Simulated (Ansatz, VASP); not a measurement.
SnO2 in VASP and in Ansatz

```
Sn O
1.0
    -3.24890    3.41447    3.41402
     3.24890   -3.41447    3.41402
     3.24890    3.41447   -3.41402
Sn O
4 8
Direct
  0.50000 0.00000 0.00000
  0.50000 0.50000 0.50000
  0.00360 0.75360 0.25000
  0.99640 0.24640 0.75000
  0.80650 0.80377 0.49728
  0.80650 0.30922 0.00272
  0.30244 0.24594 0.05649
  0.68944 0.24594 0.44350
  0.31056 0.75406 0.55649
  0.19350 0.69078 0.99728
  0.69756 0.75406 0.94351
  0.19350 0.19623 0.50272
```

Alike in both runs: functional r2SCAN; k mesh 6 × 6 × 6; occupations fermi-dirac, width 0.05 eV; no spin polarisation.

|  | VASP | Ansatz |
| --- | --- | --- |
| version | VASP 6.6.1 | Ansatz 0.2.0 |
| potentials or method | VASP PAW PBE potentials, release 64 (Sn_d, O) | Ansatz PAW |
| plane-wave cutoff (eV) | 520 | 500 |
| valence electrons in the cell | 104 | 104 |
| task | single point | band structure |

Ansatz gave:

- gap on the k mesh at the Fermi level (eV): 1.27
- least direct gap on the mesh (eV): 1.27
- pressure (GPa): -8.4
- traceless stress, the component that is largest in VASP (GPa): -1.64
- rms of the force components (eV/Å): 0.042

Problem. What did VASP give for the same quantities?

Solution. gap on the k mesh at the Fermi level (eV): 1.29; least direct gap on the mesh (eV): 1.29; pressure (GPa): -7.5; traceless stress, the component that is largest in VASP (GPa): -1.31; rms of the force components (eV/Å): 0.033.

VASP's potentials were made for PBE, not for r2SCAN. Atom by atom the forces differ by 0.013 eV/Å (rms over components). With one functional, cell and mesh, what is left measures potentials, basis and numerics.
